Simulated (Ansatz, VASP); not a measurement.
One calculation of WS2, two programs

```
W S
1.0
     3.18352    0.00000    0.00000
    -1.59176    2.75701    0.00000
     0.00000    0.00000   16.95058
W S
1 2
Direct
  0.33333 0.66667 0.00000
  0.66667 0.33333 0.90800
  0.66667 0.33333 0.09200
```

Alike in both runs: task single point; functional LDA; k mesh 7 × 7 × 1; no spin polarisation.

|  | VASP | Ansatz |
| --- | --- | --- |
| version | VASP 6.6.1 | Ansatz 0.2.0 |
| potentials or method | VASP PAW LDA potentials, release 64 (W_sv, S), cutoff 500 eV | plane waves, PAW |
| occupations | methfessel-paxton of order 1, width 0.02 eV | cold, width 0.02 eV |
| valence electrons in the cell | 26 | 26 |

```tsv
	VASP	Ansatz	Ansatz less VASP
gap on the k mesh at the Fermi level (eV)	2.10	2.10	-0.007
```

LDA's correlation is that of Perdew and Zunger in VASP and of Perdew and Wang (1992) in Ansatz.

Spin-orbit coupling is off throughout.
